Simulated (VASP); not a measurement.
A run of VASP 6.6.1:

The input INCAR:

```
SYSTEM = Se
PREC = Accurate ; ENCUT = 600
EDIFF = 1E-6 ; ISMEAR = 0
SIGMA = 0.05 ; LREAL = .FALSE.
LASPH = .TRUE. ; NELM = 100
ALGO = Normal ; ISIF = 3
LWAVE = .FALSE. ; LCHARG = .FALSE.
GGA = PE ; IBRION = 2
NSW = 80 ; EDIFFG = -0.03
```

The input KPOINTS:

```
regular mesh
0
G
  6 6 4
  0 0 0
```

POSCAR

```
Se
1.0
    4.3662000000      0.0000000000      0.0000000000
   -2.1831000000      3.7812401180      0.0000000000
    0.0000000000      0.0000000000      4.9536000000
Se
3
Direct
    0.2254000000      0.0000000000      0.8333333333
    0.0000000000      0.2254000000      0.1666666667
    0.7746000000      0.7746000000      0.5000000000
```

Potentials or basis: VASP PAW PBE potentials, release 64 (Se).

The run is started by

```sh
$ cat potpaw_PBE.64/Se/POTCAR > POTCAR
$ mpirun -np 1 vasp_std > vasp.out
```

Hardware: 1 thread of AMD EPYC 7R13 Processor (Zen 3), with other jobs on the host.

Estimate the wall time of this run.

Run time: 4.2 min on 1 thread of AMD EPYC 7R13 Processor (Zen 3) (shared host), peak memory 0.2 GiB. Counts: scf iterations 93, k points 24, ion steps 14.
